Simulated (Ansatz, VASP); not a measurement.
**Two plane-wave programs on SrO**

```xyz
2
Lattice="0.0000 2.2449 3.3674 2.2449 0.0000 3.3674 2.2449 2.2449 0.0000" Properties=species:S:1:pos:R:3 pbc="T T T"
Sr    0.0000    0.0000    0.0000
O     2.2449    2.2449    3.3674
```

Alike in both runs: task single point; functional r2SCAN; k mesh 8 × 8 × 8; occupations gaussian, width 0.05 eV; no spin polarisation.

|  | VASP | Ansatz |
| --- | --- | --- |
| version | VASP 6.6.1 | Ansatz 0.2.0 |
| potentials or method | VASP PAW PBE potentials, release 64 (Sr_sv, O), cutoff 520 eV | scalar-relativistic, plane waves, PAW |
| valence electrons in the cell | 16 | 16 |

```tsv
	VASP	Ansatz	Ansatz less VASP
gap on the k mesh at the Fermi level (eV)	1.30	1.33	+0.034
least direct gap on the mesh (eV)	1.73	1.80	+0.078
```

VASP's potentials were made for PBE, not for r2SCAN.
